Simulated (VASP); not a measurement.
# Pd (C2/c) in VASP: single point with LDA

Aim: the single point of Pd with LDA.

All numbers are computed with VASP 6.6.1; they aren't measurements. Logs are shortened: lines on timing, memory, paths and dates and some standing lists are left out, and cuts for length are marked.

## (1) The cell of the first run

The typed cell holds 2 atoms: a = 4.798 Å, b = 4.798 Å, c = 2.702 Å, α = 97.83°, β = 97.83°, γ = 147.91°.

## (2) Single point, LDA

Contents of INCAR:

```
SYSTEM = Pd
  PREC = Accurate
  ENCUT = 520
  EDIFF = 1E-6
  ISMEAR = -1
  SIGMA = 0.1
  LREAL = .False.
  LASPH = .True.
  NELM = 60
  ALGO = Normal
  ISIF = 2
  LWAVE = .False.
  LCHARG = .False.
  GGA = CA
  ISYM = 0
  NBANDS = 17
```

Contents of KPOINTS:

```
Automatic mesh
0
Gamma
  13 13 9
  0 0 0
```

Contents of POSCAR:

```
Pd
1.0
   -3.2614088530      3.2597850897      1.3262817603
    3.2597850897     -3.2614088530      1.3262817603
    1.6633620226      1.6633620226     -1.3292556857
Pd
2
Direct
    0.9999725365      0.0000274635      1.0000000000
    0.7500274635      0.2499725365      0.5000000000
```

Potentials or basis: VASP PAW LDA potentials, release 64 (Pd).

Launch:

```
cat potpaw_LDA.64/Pd/POTCAR > POTCAR
mpirun -np 1 vasp_std > vasp.out
```

OUTCAR:

```text
SYSTEM = Pd
   PREC = Accurate
   ENCUT = 520
   EDIFF = 1E-6
   ISMEAR = -1
   LREAL = .False.
   LASPH = .True.
   NELM = 60
   ISIF = 2
   GGA = CA
   ISYM = 0

 ion  position               nearest neighbor table
   1  1.000  0.000  0.000-   2 2.67   2 2.67   2 2.67   2 2.67   2 3.26   2 3.26   2 3.27   2 3.27

   2  0.750  0.250  0.500-   1 2.67   1 2.67   1 2.67   1 2.67   1 3.26   1 3.26   1 3.27   1 3.27

IMPORTANT INFORMATION: All symmetrisations will be switched off!
NOSYMM: (Re-)initialisation of all symmetry stuff for point group C_1.

----------------------------------------------------------------------------------------

                                     Primitive cell

  volume of cell :      28.7586

  direct lattice vectors                    reciprocal lattice vectors
    -3.261408853  3.259785090  1.326281760     0.074035672  0.227381824  0.377178312
     3.259785090 -3.261408853  1.326281760     0.227381824  0.074035672  0.377178312
     1.663362023  1.663362023 -1.329255686     0.300743139  0.300743139  0.000368199

  length of vectors
     4.798125660  4.798125660  2.701937659     0.446595179  0.446595179  0.425315185

  position of ions in fractional coordinates (direct lattice)
     0.999972537  0.000027463  0.000000000
     0.750027463  0.249972537  0.500000000

  ion indices of the primitive-cell ions
   primitive index   ion index
                 1           1
                 2           2

----------------------------------------------------------------------------------------

 KPOINTS: Automatic mesh

Automatic generation of k-mesh.
 Grid dimensions read from file:
 generate k-points for:   13   13    9

 Generating k-lattice:

  Cartesian coordinates                     Fractional coordinates (reciprocal lattice)
     0.005695052  0.017490910  0.029013716     0.076923077  0.000000000  0.000000000
     0.017490910  0.005695052  0.029013716     0.000000000  0.076923077  0.000000000
     0.033415904  0.033415904  0.000040911     0.000000000  0.000000000  0.111111111

  Length of vectors
     0.034353475  0.034353475  0.047257243

  Shift w.r.t. Gamma in fractional coordinates (k-lattice)
     0.000000000  0.000000000  0.000000000

 Subroutine IBZKPT returns following result:
 ===========================================

 Found    761 irreducible k-points:

 Following reciprocal coordinates:
            Coordinates               Weight
  0.000000  0.000000  0.000000      1.000000
  0.076923 -0.000000  0.000000      2.000000
  0.000000 -0.076923 -0.000000      2.000000
  0.153846 -0.000000  0.000000      2.000000
  0.000000 -0.153846 -0.000000      2.000000
  0.230769 -0.000000  0.000000      2.000000
[... 16 lines left out ...]
  0.461538  0.076923  0.000000      2.000000
 -0.076923 -0.461538 -0.000000      2.000000
 [... further k-points ...]
   k-points           NKPTS =    761   k-points in BZ     NKDIM =    761   number of bands    NBANDS=     17
   number of dos      NEDOS =    301   number of ions     NIONS =      2
   total plane-waves  NPLWV =  25920
   dimension x,y,z NGX =    36 NGY =   36 NGZ =   20
   dimension x,y,z NGXF=    72 NGYF=   72 NGZF=   40
   ions per type =               2
   NGX,Y,Z   is equivalent  to a cutoff of  12.47, 12.47, 12.31 a.u.
   NGXF,Y,Z  is equivalent  to a cutoff of  24.95, 24.95, 24.61 a.u.
 SYSTEM =  Pd
   PREC   = accura    normal or accurate (medium, high low for compatibility)
   ISTART =      0    job   : 0-new  1-cont  2-samecut
   ICHARG =      2    charge: 1-file 2-atom 10-const
   ISPIN  =      1    spin polarized calculation?
   LNONCOLLINEAR =      F non collinear calculations
   LSORBIT =      F    spin-orbit coupling
   LASPH  =      T    aspherical Exc in radial PAW
   ENCUT  =  520.0 eV  38.22 Ry    6.18 a.u.   8.92  8.92  5.02*2*pi/ulx,y,z
   NELM   =     60;   NELMIN=  2; NELMDL= -5     # of ELM steps
   EDIFF  = 0.1E-05   stopping-criterion for ELM
   LREAL  =      F    real-space projection
   EDIFFG = 0.1E-04   stopping-criterion for IOM
   NSW    =      0    number of steps for IOM
   IBRION =     -1    ionic relax: 0-MD 1-quasi-New 2-CG
   NFREE  =      0    steps in history (QN), initial steepest desc. (CG)
   ISIF   =      2    stress and relaxation
   ISYM   =      0    0-nonsym 1-usesym 2-fastsym
   POTIM  = 0.5000    time-step for ionic-motion
   TEBEG  =    0.0;   TEEND  =   0.0 temperature during run
   PSTRESS=    0.0 pullay stress
   NELECT =      20.0000    total number of electrons
   NUPDOWN=      -1.0000    fix difference up-down
   EMIN   =  10.00;   EMAX   =-10.00  energy-range for DOS
   EFERMI =   0.00;   METHOD = LEGACY
   ISMEAR =    -1;   SIGMA  =   0.10  broadening in eV -4-tet -1-fermi 0-gaus
   EFERMI_NEDOS =   21; number of points for ismear=-14 and -15
   IALGO  =     38    algorithm
   IMIX   =      4    mixing-type and parameters
     AMIX     =   0.40;   BMIX     =  1.00
     AMIX_MAG =   1.60;   BMIX_MAG =  1.00
  volume/ion in A,a.u.               =      14.38        97.04
  Fermi-wavevector in a.u.,A,eV,Ry     =   1.450427  2.740909 28.623085  2.103737
  Thomas-Fermi vector in A             =   2.568040
   LORBIT       =      0    0 simple, 1 ext, 2 COOP (PROOUT), +10 PAW based schemes
   GGA     = CA    functional components
   LHFCALC =     F    Hartree Fock is set to
   AEXX    =    0.0000 exact exchange contribution
   IVDW    =     0    specifies the selected vdW correction
   LEPSILON=     F    determine dielectric tensor
   LRPA    =     F    only Hartree local field effects (RPA)
 non-spin polarized calculation
  energy-cutoff  :      520.00
  volume of cell :       28.76
 maximum number of plane-waves:       792
   NGX = 17   NGY = 17   NGZ =  9

 number of electron      20.0000000 magnetization

 Free energy of the ion-electron system (eV)
  ---------------------------------------------------
  ext. energy  EPLUGINS =         0.00000000
  ---------------------------------------------------
  free energy    TOTEN  =       -12.89172588 eV

  energy without entropy =      -12.78141786  energy(sigma->0) =      -12.83657187

 E-fermi :  10.0649     XC(G=0): -13.6622

 val. band max:       10.0646864185   @ k =  -0.3846   0.2308  -0.4444
 cond. band min:      10.0651922736   @ k =   0.3077   0.0000   0.2222
 fundamental gap:      0.0005058551
 Fermi energy:        10.0649304579

 k-point     1 :       0.0000    0.0000    0.0000
  band No.  band energies     occupation
      1       2.6136      2.00000
      2       4.5018      2.00000
      3       6.3395      2.00000
      4       6.9410      2.00000
      5       7.4594      2.00000
      6       7.4697      2.00000
[... 9 lines left out ...]
     16      29.1753      0.00000
     17      33.4017      0.00000

 k-point     2 :       0.0769   -0.0000    0.0000
  band No.  band energies     occupation
      1       2.8317      2.00000
      2       4.6575      2.00000
      3       6.4155      2.00000
      4       7.0198      2.00000
      5       7.3708      2.00000
      6       7.4213      2.00000
[... 9 lines left out ...]
     16      29.2094      0.00000
     17      31.9310      0.00000

 k-point     3 :       0.0000   -0.0769   -0.0000
  band No.  band energies     occupation
      1       2.8317      2.00000
      2       4.6575      2.00000
      3       6.4155      2.00000
      4       7.0198      2.00000
      5       7.3708      2.00000
      6       7.4213      2.00000
[... 9 lines left out ...]
     16      29.2094      0.00000
     17      31.9308      0.00000

 k-point     4 :       0.1538   -0.0000    0.0000
  band No.  band energies     occupation
      1       3.4381      2.00000
      2       5.0414      2.00000
      3       6.5575      2.00000
      4       6.9852      2.00000
      5       7.0171      2.00000
      6       7.5534      2.00000
[... 9 lines left out ...]
     16      29.0310      0.00000
     17      29.7584      0.00000

 k-point     5 :       0.0000   -0.1538   -0.0000
  band No.  band energies     occupation
      1       3.4381      2.00000
      2       5.0414      2.00000
      3       6.5575      2.00000
      4       6.9852      2.00000
      5       7.0171      2.00000
      6       7.5534      2.00000
[... 9 lines left out ...]
     16      29.0310      0.00000
     17      29.7584      0.00000

 k-point     6 :       0.2308   -0.0000    0.0000
  band No.  band energies     occupation
      1       4.2282      2.00000
      2       5.3263      2.00000
      3       6.2594      2.00000
      4       6.6626      2.00000
      5       6.8664      2.00000
      6       7.6085      2.00000
[... 9 lines left out ...]
     16      28.3564      0.00000
     17      29.2076      0.00000

 k-point     7 :       0.0000   -0.2308   -0.0000
  band No.  band energies     occupation
      1       4.2282      2.00000
      2       5.3263      2.00000
      3       6.2594      2.00000
      4       6.6626      2.00000
      5       6.8664      2.00000
      6       7.6085      2.00000
[... 9 lines left out ...]
     16      28.3564      0.00000
     17      29.2076      0.00000

 k-point     8 :       0.3077   -0.0000    0.0000
  band No.  band energies     occupation
      1       4.7271      2.00000
      2       5.2028      2.00000
      3       5.6564      2.00000
      4       6.5264      2.00000
      5       7.2740      2.00000
      6       7.9677      2.00000
[... 9 lines left out ...]
     16      26.8433      0.00000
     17      28.6904      0.00000
[... 203 lines left out ...]
      1       4.6712      2.00000
      2       4.9410      2.00000
      3       5.3870      2.00000
      4       6.5094      2.00000
      5       7.5176      2.00000
      6       7.8717      2.00000
[... 9 lines left out ...]
     16      25.5062      0.00000
     17      28.0940      0.00000

 k-point    20 :      -0.0769   -0.3077   -0.0000
  band No.  band energies     occupation
      1       4.6712      2.00000
      2       4.9410      2.00000
      3       5.3870      2.00000
      4       6.5094      2.00000
      5       7.5176      2.00000
      6       7.8717      2.00000
[... 9 lines left out ...]
     16      25.5062      0.00000
     17      28.0940      0.00000

 k-point    21 :       0.3846    0.0769    0.0000
  band No.  band energies     occupation
      1       4.5927      2.00000
      2       4.7766      2.00000
      3       5.1571      2.00000
      4       6.3806      2.00000
      5       7.6964      2.00000
      6       8.1034      2.00000
[... 9 lines left out ...]
     16      24.8555      0.00000
     17      27.3736      0.00000

 k-point    22 :      -0.0769   -0.3846   -0.0000
  band No.  band energies     occupation
      1       4.5927      2.00000
      2       4.7766      2.00000
      3       5.1571      2.00000
      4       6.3806      2.00000
      5       7.6964      2.00000
      6       8.1034      2.00000
[... 9 lines left out ...]
     16      24.8555      0.00000
     17      27.3736      0.00000

 k-point    23 :       0.4615    0.0769    0.0000
  band No.  band energies     occupation
      1       4.6513      2.00000
      2       4.7593      2.00000
      3       5.0854      2.00000
      4       6.3199      2.00000
      5       7.7049      2.00000
      6       8.4064      2.00000
[... 9 lines left out ...]
     16      24.9555      0.00000
     17      27.1934      0.00000

 k-point    24 :      -0.0769   -0.4615   -0.0000
  band No.  band energies     occupation
      1       4.6513      2.00000
      2       4.7593      2.00000
      3       5.0854      2.00000
      4       6.3199      2.00000
      5       7.7049      2.00000
      6       8.4064      2.00000
[... 9 lines left out ...]
     16      24.9555      0.00000
     17      27.1934      0.00000

 [... further k-points ...]
[... 5 lines left out ...]
  --------------------------------------------------------------------------------------
  -------------------------------------------------------------------------------------
  Total        0.0393995      0.0393994      0.0405079      0.0156456     -0.0000645     -0.0000644
  in kB        2.1949962      2.1949906      2.2567474      0.8716370     -0.0035945     -0.0035886
  external PRESSURE =       2.2155781 kB  Pullay stress =       0.0000000 kB

 VOLUME and BASIS-vectors are now :
 -----------------------------------------------------------------------------
  energy-cutoff  :      520.00
  volume of cell :       28.76
      direct lattice vectors                 reciprocal lattice vectors
    -3.261408853  3.259785090  1.326281760     0.074035672  0.227381824  0.377178312
     3.259785090 -3.261408853  1.326281760     0.227381824  0.074035672  0.377178312
     1.663362023  1.663362023 -1.329255686     0.300743139  0.300743139  0.000368199

 POSITION                                       TOTAL-FORCE (eV/Angst)
 -----------------------------------------------------------------------------------
     -3.26123      3.25961      1.32628        -0.000066      0.000066     -0.000000
     -0.79961      2.46135      0.66165         0.000066     -0.000066      0.000000
 -----------------------------------------------------------------------------------
    total drift:                                0.000001      0.000000     -0.000001

  FREE ENERGIE OF THE ION-ELECTRON SYSTEM (eV)
  ---------------------------------------------------
  free  energy   TOTEN  =       -12.8917258790 eV

  energy  without entropy=      -12.7814178642  energy(sigma->0) =      -12.83657187
```

It took 9.4 min on 1 thread of Oxide Virtual Turin-like, shared host; peak memory 0.37 GiB.

What came out:

- Free energy: -12.8917 eV
- Pressure: 0.2 GPa
- Band gap on the k mesh: zero (band 10 reaches 10.42 eV, above the bottom of band 11 at 9.18 eV)

Stress tensor (GPa, compression positive):
```
0.22 0.09 0.00
0.09 0.22 0.00
0.00 0.00 0.23
```
